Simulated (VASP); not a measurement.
Input of a VASP 6.6.1 run:

INCAR

```
ALGO     = Normal         # electronic algorithm
EDIFF    = 1E-6           # SCF threshold, eV
ENCUT    = 520            # plane-wave cutoff, eV
GGA      = PE             # functional
ISIF     = 2              # what is computed and relaxed
ISMEAR   = 0              # smearing method
LASPH    = T              # aspherical terms in the spheres
LCHARG   = F              # write CHGCAR
LREAL    = F              # projectors in reciprocal space
LWAVE    = F              # write WAVECAR
NBANDS   = 36             # bands
NELM     = 100            # most SCF steps
PREC     = Accurate       # precision mode
SIGMA    = 0.1            # smearing width, eV
```

Contents of KPOINTS:

```
k-points
0
Gamma
  18 18 18
```

POSCAR

```
MoW3
1.0
   -1.8919155433      1.8919155433      4.5845284581
    1.8919155433     -1.8919155433      4.5845284581
    1.8919155433      1.8919155433     -4.5845284581
Mo W
1 3
Direct
    0.0000000000      0.0000000000      0.0000000000
    0.5000000000      0.5000000000      0.0000000000
    0.2500000000      0.7500000000      0.5000000000
    0.7500000000      0.2500000000      0.5000000000
```

Potentials or basis: VASP PAW PBE potentials, release 64 (Mo_sv, W_sv).

The run is started by

```sh
$ cat potpaw_PBE.64/Mo_sv/POTCAR potpaw_PBE.64/W_sv/POTCAR > POTCAR
$ mpirun -np 1 vasp_std > vasp.out
```

(1) What does it give for the pressure?

(2) Predict the band gap on the k mesh.

Results:

(1) 0.5 GPa.

(2) zero (band 28 reaches 13.01 eV, above the bottom of band 29 at 10.38 eV).

Caveat: spin-orbit coupling is left out, which moves the levels of the heavy elements.
